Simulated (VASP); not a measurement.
# Bi (I4/mmm) in VASP: further runs, part 2 of 2

VASP 6.6.1. The steps go on from the part before.

### 4 Single point, PBE+D3(BJ)

File INCAR:

```
  PREC = Accurate
  ENCUT = 520
  EDIFF = 1E-6
  ISMEAR = 0
  SIGMA = 0.15
  LREAL = F
  LASPH = T
  NELM = 80
  ALGO = Fast
  ISIF = 2
  LWAVE = F
  LCHARG = T
  GGA = PE
  IVDW = 12
  LELF = T
  LVHAR = T
  NBANDS = 14
```

File KPOINTS:

```
regular mesh
0
Gamma
  16 16 16
```

File POSCAR:

```
Bi
1.0
   -2.0109050516      2.0109050516      1.8565968686
    2.0109050516     -2.0109050516      1.8565968686
    2.0109050516      2.0109050516     -1.8565968686
Bi
1
Direct
    0.0000000000      0.0000000000      0.0000000000
```

Potentials or basis: VASP PAW PBE potentials, release 64 (Bi_d).

The run is started by

```console
$ cat potpaw_PBE.64/Bi_d/POTCAR > POTCAR
$ mpirun -np 1 vasp_std > vasp.out
```

OUTCAR:

```text
PREC = Accurate
   ENCUT = 520
   EDIFF = 1E-6
   ISMEAR = 0
   LREAL = F
   LASPH = T
   NELM = 80
   ISIF = 2
   GGA = PE
   IVDW = 12
 IVDW          = 12

 ion  position               nearest neighbor table
   1  0.000  0.000  0.000-

  LATTYP: Found a body centered tetragonal cell.
 ALAT       =     4.0218101032
 C/A-ratio  =     0.9232643118

  Lattice vectors:

 A1 = (  -2.0109050516,   2.0109050516,   1.8565968686)
 A2 = (   2.0109050516,  -2.0109050516,   1.8565968686)
 A3 = (   2.0109050516,   2.0109050516,  -1.8565968686)

Analysis of symmetry for initial positions (statically):
=====================================================================
 Subroutine PRICEL returns:
 Original cell was already a primitive cell.

 Routine SETGRP: Setting up the symmetry group for a
 body centered tetragonal supercell.

 Subroutine GETGRP returns: Found 16 space group operations
 (whereof 16 operations were pure point group operations)
 out of a pool of 16 trial point group operations.

The static configuration has the point symmetry D_4h.

Analysis of symmetry for dynamics (positions and initial velocities):
=====================================================================
 Subroutine PRICEL returns:
 Original cell was already a primitive cell.

 Routine SETGRP: Setting up the symmetry group for a
 body centered tetragonal supercell.

 Subroutine GETGRP returns: Found 16 space group operations
 (whereof 16 operations were pure point group operations)
 out of a pool of 16 trial point group operations.

The dynamic configuration has the point symmetry D_4h.

 Subroutine INISYM returns: Found 16 space group operations
 (whereof 16 operations are pure point group operations),
 and found     1 'primitive' translations

----------------------------------------------------------------------------------------

                                     Primitive cell

  volume of cell :      30.0304

  direct lattice vectors                    reciprocal lattice vectors
    -2.010905052  2.010905052  1.856596869     0.000000000  0.248644261  0.269309945
     2.010905052 -2.010905052  1.856596869     0.248644261  0.000000000  0.269309945
     2.010905052  2.010905052 -1.856596869     0.248644261  0.248644261  0.000000000

  length of vectors
     3.396237652  3.396237652  3.396237652     0.366540332  0.366540332  0.351636086

  position of ions in fractional coordinates (direct lattice)
     0.000000000  0.000000000  0.000000000

  ion indices of the primitive-cell ions
   primitive index   ion index
                 1           1

----------------------------------------------------------------------------------------

 KPOINTS: regular mesh

Automatic generation of k-mesh.
 Grid dimensions read from file:
 generate k-points for:   16   16   16

 Generating k-lattice:

  Cartesian coordinates                     Fractional coordinates (reciprocal lattice)
     0.000000000  0.015540266  0.016831872     0.062500000  0.000000000 -0.000000000
     0.015540266  0.000000000  0.016831872     0.000000000  0.062500000 -0.000000000
     0.015540266  0.015540266  0.000000000     0.000000000  0.000000000  0.062500000

  Length of vectors
     0.022908771  0.022908771  0.021977255

  Shift w.r.t. Gamma in fractional coordinates (k-lattice)
     0.000000000  0.000000000  0.000000000

 Subroutine IBZKPT returns following result:
 ===========================================

 Found    349 irreducible k-points:

 Following reciprocal coordinates:
            Coordinates               Weight
  0.000000  0.000000  0.000000      1.000000
  0.062500  0.000000  0.000000      8.000000
  0.125000  0.000000  0.000000      8.000000
  0.187500  0.000000 -0.000000      8.000000
  0.250000  0.000000  0.000000      8.000000
  0.312500  0.000000  0.000000      8.000000
[... 16 lines left out ...]
 -0.125000  0.062500  0.000000     16.000000
 -0.062500  0.062500  0.000000      4.000000
 [... further k-points ...]
   k-points           NKPTS =    349   k-points in BZ     NKDIM =    349   number of bands    NBANDS=     14
   number of dos      NEDOS =    301   number of ions     NIONS =      1
   total plane-waves  NPLWV =  21952
   dimension x,y,z NGX =    28 NGY =   28 NGZ =   28
   dimension x,y,z NGXF=    56 NGYF=   56 NGZF=   56
   ions per type =               1
   NGX,Y,Z   is equivalent  to a cutoff of  13.71, 13.71, 13.71 a.u.
   NGXF,Y,Z  is equivalent  to a cutoff of  27.41, 27.41, 27.41 a.u.
 SYSTEM =  unknown system
   PREC   = accura    normal or accurate (medium, high low for compatibility)
   ISTART =      0    job   : 0-new  1-cont  2-samecut
   ICHARG =      2    charge: 1-file 2-atom 10-const
   ISPIN  =      1    spin polarized calculation?
   LNONCOLLINEAR =      F non collinear calculations
   LSORBIT =      F    spin-orbit coupling
   LASPH  =      T    aspherical Exc in radial PAW
   ENCUT  =  520.0 eV  38.22 Ry    6.18 a.u.   6.31  6.31  6.31*2*pi/ulx,y,z
   NELM   =     80;   NELMIN=  2; NELMDL= -5     # of ELM steps
   EDIFF  = 0.1E-05   stopping-criterion for ELM
   LREAL  =      F    real-space projection
   EDIFFG = 0.1E-04   stopping-criterion for IOM
   NSW    =      0    number of steps for IOM
   IBRION =     -1    ionic relax: 0-MD 1-quasi-New 2-CG
   NFREE  =      0    steps in history (QN), initial steepest desc. (CG)
   ISIF   =      2    stress and relaxation
   ISYM   =      2    0-nonsym 1-usesym 2-fastsym
   POTIM  = 0.5000    time-step for ionic-motion
   TEBEG  =    0.0;   TEEND  =   0.0 temperature during run
   PSTRESS=    0.0 pullay stress
   NELECT =      15.0000    total number of electrons
   NUPDOWN=      -1.0000    fix difference up-down
   EMIN   =  10.00;   EMAX   =-10.00  energy-range for DOS
   EFERMI =   0.00;   METHOD = LEGACY
   ISMEAR =     0;   SIGMA  =   0.15  broadening in eV -4-tet -1-fermi 0-gaus
   EFERMI_NEDOS =   21; number of points for ismear=-14 and -15
   IALGO  =     68    algorithm
   IMIX   =      4    mixing-type and parameters
     AMIX     =   0.40;   BMIX     =  1.00
     AMIX_MAG =   1.60;   BMIX_MAG =  1.00
  volume/ion in A,a.u.               =      30.03       202.65
  Fermi-wavevector in a.u.,A,eV,Ry     =   1.298928  2.454618 22.955932  1.687213
  Thomas-Fermi vector in A             =   2.430225
   LORBIT       =      0    0 simple, 1 ext, 2 COOP (PROOUT), +10 PAW based schemes
   GGA     = PE    functional components
   LHFCALC =     F    Hartree Fock is set to
   AEXX    =    0.0000 exact exchange contribution
   IVDW    =    12    specifies the selected vdW correction
   LEPSILON=     F    determine dielectric tensor
   LRPA    =     F    only Hartree local field effects (RPA)
 non-spin polarized calculation
 RMM-DIIS sequential band-by-band and
 Gauss-broadening in eV      SIGMA  =   0.15
  energy-cutoff  :      520.00
  volume of cell :       30.03
 maximum number of plane-waves:       831
 NGX is ok and might be reduce to    28
   NGX = 13   NGY = 13   NGZ = 13

 number of electron      15.0000005 magnetization

 Free energy of the ion-electron system (eV)
  ---------------------------------------------------
  ext. energy  EPLUGINS =         0.00000000
  ---------------------------------------------------
  free energy    TOTEN  =        -3.73778955 eV

  energy without entropy =       -3.72921620  energy(sigma->0) =       -3.73350288

 E-fermi :   8.3765     XC(G=0): -10.4630

 val. band max:        8.3665518885   @ k =   0.3125   0.3125   0.1250
 cond. band min:       8.3938278639   @ k =   0.2500   0.1875   0.1250
 fundamental gap:      0.0272759755
 Fermi energy:         8.3765371526

 k-point     1 :       0.0000    0.0000    0.0000
  band No.  band energies     occupation
      1     -14.7119      2.00000
      2     -14.6876      2.00000
      3     -14.6876      2.00000
      4     -14.5815      2.00000
      5     -14.5369      2.00000
      6      -5.4066      2.00000
      7      13.5400      0.00000
      8      13.5400      0.00000
      9      14.0798      0.00000
     10      17.8433      0.00000
     11      18.6853      0.00000
     12      18.6853      0.00000
     13      19.2986      0.00000
     14      19.5808      0.00000
[... 377 lines left out ...]
      1     -14.7083      2.00000
      2     -14.6890      2.00000
      3     -14.6795      2.00000
      4     -14.5835      2.00000
      5     -14.5380      2.00000
      6      -5.3364      2.00000
      7      12.6675      0.00000
      8      13.5306      0.00000
      9      13.8691      0.00000
     10      18.0396      0.00000
     11      18.4581      0.00000
     12      18.5430      0.00000
     13      19.2195      0.00000
     14      19.9206      0.00000

 [... further k-points ...]

------------------------ aborting loop because EDIFF is reached ----------------------------------------

 Edisp (eV)   -0.52488

 E8    (eV) :    -0.2579

  FORCE on cell =-STRESS in cart. coord.  units (eV):
  Direction    XX          YY          ZZ          XY          YZ          ZX
  --------------------------------------------------------------------------------------
  -------------------------------------------------------------------------------------
  Total      -0.01421    -0.01421     0.18242     0.00000    -0.00000     0.00000
  in kB      -0.75820    -0.75820     9.73255     0.00000    -0.00000     0.00000
  external pressure =        2.74 kB  Pullay stress =        0.00 kB

 VOLUME and BASIS-vectors are now :
 -----------------------------------------------------------------------------
  energy-cutoff  :      520.00
  volume of cell :       30.03
      direct lattice vectors                 reciprocal lattice vectors
    -2.010905052  2.010905052  1.856596869     0.000000000  0.248644261  0.269309945
     2.010905052 -2.010905052  1.856596869     0.248644261  0.000000000  0.269309945
     2.010905052  2.010905052 -1.856596869     0.248644261  0.248644261  0.000000000

 POSITION                                       TOTAL-FORCE (eV/Angst)
 -----------------------------------------------------------------------------------
      0.00000      0.00000      0.00000         0.000000      0.000000      0.000000
 -----------------------------------------------------------------------------------
    total drift:                               -0.000000     -0.000000     -0.000000

  FREE ENERGIE OF THE ION-ELECTRON SYSTEM (eV)
  ---------------------------------------------------
  free  energy   TOTEN  =        -4.2626685408 eV

  energy  without entropy=       -4.2540951917  energy(sigma->0) =       -4.25838187
```

stdout:

```text
POSCAR found type information on POSCAR Bi
 POSCAR found :  1 types and       1 ions
 scaLAPACK will be used
 LDA part: xc-table for (Slater+PW92), standard interpolation
 POSCAR, INCAR and KPOINTS ok, starting setup
 FFT: planning ... GRIDC
 FFT: planning ... GRID_SOFT
 FFT: planning ... GRID
 WAVECAR not read
 entering main loop
WARNING in EDDRMM: call to ZHEGV failed, returncode =   8  4     13
WARNING in EDDRMM: call to ZHEGV failed, returncode =   8  4     13
WARNING in EDDRMM: call to ZHEGV failed, returncode =   8  4     13
WARNING in EDDRMM: call to ZHEGV failed, returncode =   8  4     10
```

Run time: 2.1 min. Hardware: 1 thread of Intel Xeon 6975P-C, shared host; peak memory 0.27 GiB.

What came out:

* Free energy: -4.2627 eV
* Pressure: 0.3 GPa
* Dispersion energy per atom: -0.525 eV

Caveat: the cell differs from its parent crystal (strain +e along x and -e along y +0.0000, strain +e along z and -e/2 along x and y -0.0525); spin-orbit coupling is left out, which moves the levels of the heavy elements; pairwise dispersion overbinds metals, which lowers pressure and volume.

### 5 Single point, PBE+D3(BJ)

File INCAR:

```
ALGO = Fast
EDIFF = 1E-7
ENCUT = 520
GGA = PE
ISIF = 2
ISMEAR = 0
IVDW = 12
LASPH = T
LCHARG = F
LREAL = F
LWAVE = F
NBANDS = 14
NELM = 100
PREC = Accurate
SIGMA = 0.15
```

File KPOINTS:

```
k-points
0
Gamma
  16 16 16
```

File POSCAR:

```
Bi
1.0
   -1.9080329296      1.9080329296      2.0623411126
    1.9080329296     -1.9080329296      2.0623411126
    1.9080329296      1.9080329296     -2.0623411126
Bi
1
Direct
    0.0000000000      0.0000000000      0.0000000000
```

The run is started by

```console
$ cat potpaw_PBE.64/Bi_d/POTCAR > POTCAR
$ mpirun -np 1 vasp_std > vasp.out
```

Run time: 2.4 min. Hardware: 1 thread of Intel Xeon 6975P-C, shared host; peak memory 0.27 GiB.

Results (log left out):

```
Free energy                : -4.2633 eV
Pressure                   : 0.2 GPa
Dispersion energy per atom : -0.525 eV
```

Stress tensor (GPa, compression positive):
```
 0.66  0.00  0.00
 0.00  0.66  0.00
 0.00  0.00 -0.80
```

Levels at points of the mesh, in eV from the Fermi level:
| k point | band 3 | band 4 | band 5 | band 6 | band 7 | band 8 | band 9 | band 10 | band 11 | band 12 |
| --- | --- | --- | --- | --- | --- | --- | --- | --- | --- | --- |
| (0.00, 0.00, 0.00) | -23.05 | -22.95 | -22.92 | -13.78 | 5.20 | 5.43 | 5.43 | 9.54 | 9.93 | 10.92 |
| (0.50, 0.00, 0.00) | -22.96 | -22.93 | -22.84 | -10.61 | -5.34 | 1.95 | 3.91 | 6.45 | 8.08 | 11.36 |
| (0.50, 0.50, 0.00) | -22.93 | -22.92 | -22.83 | -10.31 | -5.16 | 1.16 | 2.78 | 5.50 | 6.92 | 13.91 |
| (0.50, 0.50, 0.50) | -22.87 | -22.85 | -22.85 | -8.33 | -2.68 | -1.44 | -1.44 | 3.28 | 3.84 | 15.54 |

Caveat: the cell differs from its parent crystal (strain +e along x and -e along y +0.0000, strain +e along z and -e/2 along x and y +0.0525); spin-orbit coupling is left out, which moves the levels of the heavy elements; pairwise dispersion overbinds metals, which lowers pressure and volume.

### 6 The runs side by side

```tsv
cell	further INCAR settings	gap on the mesh (eV)	pressure (GPa)
a = 3.398 Å, angles 106.7, 106.7, 115.1°, 1 atom	ALGO = Fast; EDIFF = 1e-06; NBANDS = 14	none	0.5
a = 3.395 Å, angles 110.9, 110.9, 106.6°, 1 atom	ALGO = Fast; EDIFF = 1e-07; NBANDS = 14	none	0.1
a = 3.396 Å, angles 107.4, 107.4, 113.7°, 1 atom	ALGO = Fast; EDIFF = 1e-06; NBANDS = 14	none	0.3
a = 3.396 Å, angles 111.6, 111.6, 105.2°, 1 atom	ALGO = Fast; EDIFF = 1e-07; NBANDS = 14	none	0.2
```

Alike in all rows: task single point; level PBE+D3(BJ); potentials or basis VASP PAW PBE potentials, release 64 (Bi_d); no spin polarisation; k mesh 16 × 16 × 16; cutoff (eV) 520; smearing gaussian 0.15 eV.

Caveats: spin-orbit coupling is left out, which moves the levels of the heavy elements; pairwise dispersion overbinds metals, which lowers pressure and volume.

Absolute energies hang on the potentials; compare differences alone.
